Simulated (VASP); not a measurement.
# SrH2Se2 in VASP: single point with PBE

Aim: the single point of SrH2Se2 with PBE.

Everything below comes from runs of VASP 6.6.1. Logs are shortened: lines on timing, memory, paths and dates and some standing lists are left out, and cuts for length are marked.

## (1) The cell of the first run

The typed cell holds 5 atoms: a = 5.011 Å, b = 5.011 Å, c = 5.228 Å, α = 90.00°, β = 90.00°, γ = 60.00°.

## (2) Single point, PBE

Contents of INCAR:

```
SYSTEM = SrH2Se2
  PREC = Accurate
  ENCUT = 520
  EDIFF = 1E-6
  ISMEAR = -1
  SIGMA = 0.1
  LREAL = .False.
  LASPH = .True.
  NELM = 80
  ALGO = Normal
  ISIF = 2
  LWAVE = .False.
  LCHARG = .False.
  GGA = PE
  NBANDS = 20
```

Contents of KPOINTS:

```
regular mesh
0
Gamma
  8 8 7
  0 0 0
```

Contents of POSCAR:

```
SrH2Se2
1.0
    2.5055960000      4.3398140000      0.0000000000
   -2.5055960000      4.3398140000      0.0000000000
    0.0000000000      0.0000000000      5.2283480000
H Se Sr
2 2 1
Direct
    0.3333000000      0.3334000000      0.0976000000
    0.6667000000      0.6666000000      0.9024000000
    0.3333000000      0.3334000000      0.4589000000
    0.6667000000      0.6666000000      0.5411000000
    0.0000000000      0.0000000000      0.0000000000
```

Potentials or basis: VASP PAW PBE potentials, release 64 (H, Se, Sr_sv).

The run is started by

```console
$ cat potpaw_PBE.64/H/POTCAR potpaw_PBE.64/Se/POTCAR potpaw_PBE.64/Sr_sv/POTCAR > POTCAR
$ mpirun -np 1 vasp_std > vasp.out
```

OUTCAR:

```text
SYSTEM = SrH2Se2
   PREC = Accurate
   ENCUT = 520
   EDIFF = 1E-6
   ISMEAR = -1
   LREAL = .False.
   LASPH = .True.
   NELM = 80
   ISIF = 2
   GGA = PE

 ion  position               nearest neighbor table
   1  0.333  0.333  0.098-   5 2.94   5 2.94   5 2.94
   2  0.667  0.667  0.902-   5 2.94   5 2.94   5 2.94
   3  0.333  0.333  0.459-   5 3.76   5 3.76   5 3.76
   4  0.667  0.667  0.541-   5 3.76   5 3.76   5 3.76
   5  0.000  0.000  0.000-   2 2.94   1 2.94   2 2.94   1 2.94   2 2.94   1 2.94   3 3.76   4 3.76
                             4 3.76   3 3.76   4 3.76   3 3.76

  LATTYP: Found a hexagonal cell.
 ALAT       =     5.0111871717
 C/A-ratio  =     1.0433352060

  Lattice vectors:

 A1 = (   2.5055960000,  -4.3398140000,   0.0000000000)
 A2 = (   2.5055960000,   4.3398140000,   0.0000000000)
 A3 = (   0.0000000000,   0.0000000000,   5.2283480000)

Analysis of symmetry for initial positions (statically):
=====================================================================
 Subroutine PRICEL returns:
 Original cell was already a primitive cell.

 Routine SETGRP: Setting up the symmetry group for a
 hexagonal supercell.

 Subroutine GETGRP returns: Found  4 space group operations
 (whereof  4 operations were pure point group operations)
 out of a pool of 24 trial point group operations.

The static configuration has the point symmetry C_2h.

Analysis of symmetry for dynamics (positions and initial velocities):
=====================================================================
 Subroutine PRICEL returns:
 Original cell was already a primitive cell.

 Routine SETGRP: Setting up the symmetry group for a
 hexagonal supercell.

 Subroutine GETGRP returns: Found  4 space group operations
 (whereof  4 operations were pure point group operations)
 out of a pool of 24 trial point group operations.

The dynamic configuration has the point symmetry C_2h.

 Subroutine INISYM returns: Found  4 space group operations
 (whereof  4 operations are pure point group operations),
 and found     1 'primitive' translations

----------------------------------------------------------------------------------------

                                     Primitive cell

  volume of cell :     113.7042

  direct lattice vectors                    reciprocal lattice vectors
     2.505596000  4.339814000  0.000000000     0.199553320  0.115212311  0.000000000
    -2.505596000  4.339814000  0.000000000    -0.199553320  0.115212311  0.000000000
     0.000000000  0.000000000  5.228348000     0.000000000  0.000000000  0.191265004

  length of vectors
     5.011187172  5.011187172  5.228348000     0.230424400  0.230424400  0.191265004

  position of ions in fractional coordinates (direct lattice)
     0.333300000  0.333400000  0.097600000
     0.666700000  0.666600000  0.902400000
     0.333300000  0.333400000  0.458900000
     0.666700000  0.666600000  0.541100000
     0.000000000  0.000000000  0.000000000

  ion indices of the primitive-cell ions
   primitive index   ion index
                 1           1
                 2           2
                 3           3
                 4           4
                 5           5

----------------------------------------------------------------------------------------

 KPOINTS: regular mesh

Automatic generation of k-mesh.
 Grid dimensions read from file:
 generate k-points for:    8    8    7

 Generating k-lattice:

  Cartesian coordinates                     Fractional coordinates (reciprocal lattice)
     0.024944165  0.014401539  0.000000000     0.125000000 -0.000000000  0.000000000
    -0.024944165  0.014401539  0.000000000    -0.000000000  0.125000000  0.000000000
     0.000000000  0.000000000  0.027323572     0.000000000  0.000000000  0.142857143

  Length of vectors
     0.028803050  0.028803050  0.027323572

  Shift w.r.t. Gamma in fractional coordinates (k-lattice)
     0.000000000  0.000000000  0.000000000

 Subroutine IBZKPT returns following result:
 ===========================================

 Found    129 irreducible k-points:

 Following reciprocal coordinates:
            Coordinates               Weight
  0.000000  0.000000  0.000000      1.000000
  0.125000  0.000000  0.000000      4.000000
  0.000000  0.125000  0.000000      2.000000
  0.250000  0.000000  0.000000      4.000000
  0.000000  0.250000  0.000000      2.000000
  0.375000  0.000000  0.000000      4.000000
[... 16 lines left out ...]
  0.125000  0.000000  0.142857      4.000000
  0.125000  0.125000  0.142857      4.000000
 [... further k-points ...]
   k-points           NKPTS =    129   k-points in BZ     NKDIM =    129   number of bands    NBANDS=     20
   number of dos      NEDOS =    301   number of ions     NIONS =      5
   total plane-waves  NPLWV =  64000
   dimension x,y,z NGX =    40 NGY =   40 NGZ =   40
   dimension x,y,z NGXF=    80 NGYF=   80 NGZF=   80
   ions per type =               2   2   1
   NGX,Y,Z   is equivalent  to a cutoff of  13.27, 13.27, 12.72 a.u.
   NGXF,Y,Z  is equivalent  to a cutoff of  26.54, 26.54, 25.44 a.u.
 SYSTEM =  SrH2Se2
   PREC   = accura    normal or accurate (medium, high low for compatibility)
   ISTART =      0    job   : 0-new  1-cont  2-samecut
   ICHARG =      2    charge: 1-file 2-atom 10-const
   ISPIN  =      1    spin polarized calculation?
   LNONCOLLINEAR =      F non collinear calculations
   LSORBIT =      F    spin-orbit coupling
   LASPH  =      T    aspherical Exc in radial PAW
   ENCUT  =  520.0 eV  38.22 Ry    6.18 a.u.   9.32  9.32  9.72*2*pi/ulx,y,z
   NELM   =     80;   NELMIN=  2; NELMDL= -5     # of ELM steps
   EDIFF  = 0.1E-05   stopping-criterion for ELM
   LREAL  =      F    real-space projection
   EDIFFG = 0.1E-04   stopping-criterion for IOM
   NSW    =      0    number of steps for IOM
   IBRION =     -1    ionic relax: 0-MD 1-quasi-New 2-CG
   NFREE  =      0    steps in history (QN), initial steepest desc. (CG)
   ISIF   =      2    stress and relaxation
   ISYM   =      2    0-nonsym 1-usesym 2-fastsym
   POTIM  = 0.5000    time-step for ionic-motion
   TEBEG  =    0.0;   TEEND  =   0.0 temperature during run
   PSTRESS=    0.0 pullay stress
   NELECT =      24.0000    total number of electrons
   NUPDOWN=      -1.0000    fix difference up-down
   EMIN   =  10.00;   EMAX   =-10.00  energy-range for DOS
   EFERMI =   0.00;   METHOD = LEGACY
   ISMEAR =    -1;   SIGMA  =   0.10  broadening in eV -4-tet -1-fermi 0-gaus
   EFERMI_NEDOS =   21; number of points for ismear=-14 and -15
   IALGO  =     38    algorithm
   IMIX   =      4    mixing-type and parameters
     AMIX     =   0.40;   BMIX     =  1.00
     AMIX_MAG =   1.60;   BMIX_MAG =  1.00
  volume/ion in A,a.u.               =      22.74       153.46
  Fermi-wavevector in a.u.,A,eV,Ry     =   0.974735  1.841981 12.926997  0.950107
  Thomas-Fermi vector in A             =   2.105218
   LORBIT       =      0    0 simple, 1 ext, 2 COOP (PROOUT), +10 PAW based schemes
   GGA     = PE    functional components
   LHFCALC =     F    Hartree Fock is set to
   AEXX    =    0.0000 exact exchange contribution
   IVDW    =     0    specifies the selected vdW correction
   LEPSILON=     F    determine dielectric tensor
   LRPA    =     F    only Hartree local field effects (RPA)
 non-spin polarized calculation
  energy-cutoff  :      520.00
  volume of cell :      113.70
 maximum number of plane-waves:      3103
 NGX is ok and might be reduce to    40
   NGX = 19   NGY = 19   NGZ = 19

 number of electron      24.0000000 magnetization

 Free energy of the ion-electron system (eV)
  ---------------------------------------------------
  ext. energy  EPLUGINS =         0.00000000
  ---------------------------------------------------
  free energy    TOTEN  =       -15.06433528 eV

  energy without entropy =      -14.97990550  energy(sigma->0) =      -15.02212039

 E-fermi :   2.3726     XC(G=0):  -8.3388

 val. band max:        2.3653992144   @ k =   0.3750   0.1250   0.2857
 cond. band min:       2.3733203369   @ k =   0.0000   0.3750   0.2857
 fundamental gap:      0.0079211225
 Fermi energy:         2.3725856079

 k-point     1 :       0.0000    0.0000    0.0000
  band No.  band energies     occupation
      1     -34.4031      2.00000
      2     -16.3532      2.00000
      3     -16.3100      2.00000
      4     -16.3100      2.00000
      5     -11.9474      2.00000
      6      -9.4241      2.00000
[... 12 lines left out ...]
     19       5.6996      0.00000
     20       8.9305      0.00000

 k-point     2 :       0.1250    0.0000    0.0000
  band No.  band energies     occupation
      1     -34.4030      2.00000
      2     -16.3524      2.00000
      3     -16.3157      2.00000
      4     -16.3110      2.00000
      5     -11.8778      2.00000
      6      -9.5428      2.00000
[... 12 lines left out ...]
     19       5.7276      0.00000
     20       8.4336      0.00000

 k-point     3 :       0.0000    0.1250    0.0000
  band No.  band energies     occupation
      1     -34.4030      2.00000
      2     -16.3524      2.00000
      3     -16.3157      2.00000
      4     -16.3111      2.00000
      5     -11.8778      2.00000
      6      -9.5427      2.00000
[... 12 lines left out ...]
     19       5.7273      0.00000
     20       8.4334      0.00000

 k-point     4 :       0.2500    0.0000    0.0000
  band No.  band energies     occupation
      1     -34.4026      2.00000
      2     -16.3507      2.00000
      3     -16.3294      2.00000
      4     -16.3135      2.00000
      5     -11.6807      2.00000
      6      -9.8519      2.00000
[... 429 lines left out ...]
 k-point    23 :       0.1250    0.0000    0.1429
  band No.  band energies     occupation
      1     -34.4029      2.00000
      2     -16.3557      2.00000
      3     -16.3154      2.00000
      4     -16.3108      2.00000
      5     -11.8612      2.00000
      6      -9.5426      2.00000
[... 12 lines left out ...]
     19       5.8977      0.00000
     20       8.3581      0.00000

 k-point    24 :       0.1250    0.1250    0.1429
  band No.  band energies     occupation
      1     -34.4029      2.00000
      2     -16.3557      2.00000
      3     -16.3154      2.00000
      4     -16.3108      2.00000
      5     -11.8616      2.00000
      6      -9.5413      2.00000
[... 12 lines left out ...]
     19       6.0122      0.00000
     20       8.2466      0.00000

 [... further k-points ...]

------------------------ aborting loop because EDIFF is reached ----------------------------------------

  FORCE on cell =-STRESS in cart. coord.  units (eV):
  Direction    XX          YY          ZZ          XY          YZ          ZX
  --------------------------------------------------------------------------------------
  -------------------------------------------------------------------------------------
  Total       -0.9863965     -0.9842984     -6.2295116      0.0018148      0.0004812     -0.0008334
  in kB      -13.8990605    -13.8694965    -87.7784554      0.0255723      0.0067801     -0.0117436
  external PRESSURE =     -38.5156708 kB  Pullay stress =       0.0000000 kB

 VOLUME and BASIS-vectors are now :
 -----------------------------------------------------------------------------
  energy-cutoff  :      520.00
  volume of cell :      113.70
      direct lattice vectors                 reciprocal lattice vectors
     2.505596000  4.339814000  0.000000000     0.199553320  0.115212311  0.000000000
    -2.505596000  4.339814000  0.000000000    -0.199553320  0.115212311  0.000000000
     0.000000000  0.000000000  5.228348000     0.000000000  0.000000000  0.191265004

 POSITION                                       TOTAL-FORCE (eV/Angst)
 -----------------------------------------------------------------------------------
     -0.00025      2.89335      0.51029         0.000187     -0.000108      0.191063
      0.00025      5.78627      4.71806        -0.000187      0.000108     -0.191063
     -0.00025      2.89335      2.39929        -0.000417      0.000241     -0.307117
      0.00025      5.78627      2.82906         0.000417     -0.000241      0.307117
      0.00000      0.00000      0.00000         0.000000      0.000000      0.000000
 -----------------------------------------------------------------------------------
    total drift:                                0.000000      0.000000      0.000000

  FREE ENERGIE OF THE ION-ELECTRON SYSTEM (eV)
  ---------------------------------------------------
  free  energy   TOTEN  =       -15.0643352783 eV

  energy  without entropy=      -14.9799055010  energy(sigma->0) =      -15.02212039
```

It took 1.9 min on 1 thread of Intel Xeon 6975P-C (Granite Rapids), shared host; peak memory 0.47 GiB.

What came out:

| Property | Result |
| --- | --- |
| Free energy | -15.0643 eV |
| Pressure | -3.9 GPa |
| Largest force | 0.307 eV/Å |
| Band gap on the k mesh | zero (band 12 reaches 2.96 eV, above the bottom of band 13 at 1.78 eV) |

Forces in eV/Å, atoms in the order of the input:
```
H    0.000  0.000  0.191
H    0.000  0.000 -0.191
Se   0.000  0.000 -0.307
Se   0.000  0.000  0.307
Sr   0.000  0.000  0.000
```

Stress tensor (GPa, compression positive):
```
-1.39  0.00  0.00
 0.00 -1.39  0.00
 0.00  0.00 -8.78
```

Levels at points of the mesh, in eV from the Fermi level:
```csv
k point,band 10,band 11,band 12,band 13,band 14,band 15
"(0.00, 0.00, 0.00)",-3.94,-0.83,-0.83,-0.55,0.08,1.76
"(0.50, 0.00, 0.00)",-3.59,-1.08,-1.01,0.26,0.46,2.77
"(0.00, 0.50, 0.00)",-3.59,-1.08,-1.01,0.26,0.46,2.77
```
